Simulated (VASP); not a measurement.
Runs of VASP 6.6.1 on Au. The structure is that of space group P6/mmm (No. 191), or close to it. The cells are those of the table. 

```csv
task,cell,k mesh,cutoff (eV),gap on the mesh (eV),pressure (GPa)
single point,"a = 2.824, b = 2.824, c = 2.802 Å, angles 90.0, 90.0, 120.0°, 1 atom",18 × 18 × 16,520,none,-0.2
single point,"a = 2.835, b = 2.835, c = 2.649 Å, angles 90.0, 90.0, 120.0°, 1 atom",9 × 9 × 6,520,none,7.3
single point,"a = 2.839, b = 2.839, c = 2.776 Å, angles 90.0, 90.0, 120.0°, 1 atom",9 × 9 × 6,520,none,-0.2
single point,"a = 2.813, b = 2.813, c = 2.809 Å, angles 90.0, 90.0, 120.0°, 1 atom",8 × 8 × 6,520,none,(a)
relaxation of cell and atoms,"relaxed from a = 2.835, b = 2.835, c = 2.649 Å, angles 90.0, 90.0, 120.0°, 1 atom",9 × 9 × 6,600,none,0.1
```

Alike in all rows: level PBE; potentials or basis VASP PAW PBE potentials, release 64 (Au); no spin polarisation; smearing gaussian 0.1 eV.

Problem. Estimate the missing entries.

Solution. (a) -0.4.

Caveats: some runs use coarse meshes; spin-orbit coupling is left out, which moves the levels of the heavy elements.

A k mesh can miss the band edges, and the runs leave out spin-orbit coupling on Au.

A gap of «none» marks levels without a gap at the run's occupations.
